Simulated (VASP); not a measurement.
The system is W.

```
CELL_PARAMETERS angstrom
0.00000 2.06981 2.06981
2.06981 0.00000 2.06981
2.06981 2.06981 0.00000
ATOMIC_POSITIONS crystal
W 0.00000 0.00000 0.00000
```

Base run:

```yaml
Program: VASP 6.6.1
Functional: r2SCAN
Potentials_or_basis: VASP PAW PBE potentials, release 64 (W_sv)
Cutoff: 520 eV
k_mesh: 11 × 11 × 11
Occupations: fermi-dirac, width 0.05 eV
Spin: no spin polarisation
```

Its results: band gap on the k mesh zero (band 7 reaches 11.55 eV, above the bottom of band 8 at 8.81 eV); pressure -22.0 GPa.

**Question.** The run is repeated on the same cell with these changes: functional from r2SCAN to PBEsol. What comes out?

**Answer.** Band gap on the k mesh zero (band 7 reaches 11.59 eV, above the bottom of band 8 at 8.82 eV); pressure -25.5 GPa.

Caveats: the PAW data sets were made with another functional, which shifts forces and pressure a little; spin-orbit coupling is left out, which moves the levels of the heavy elements.
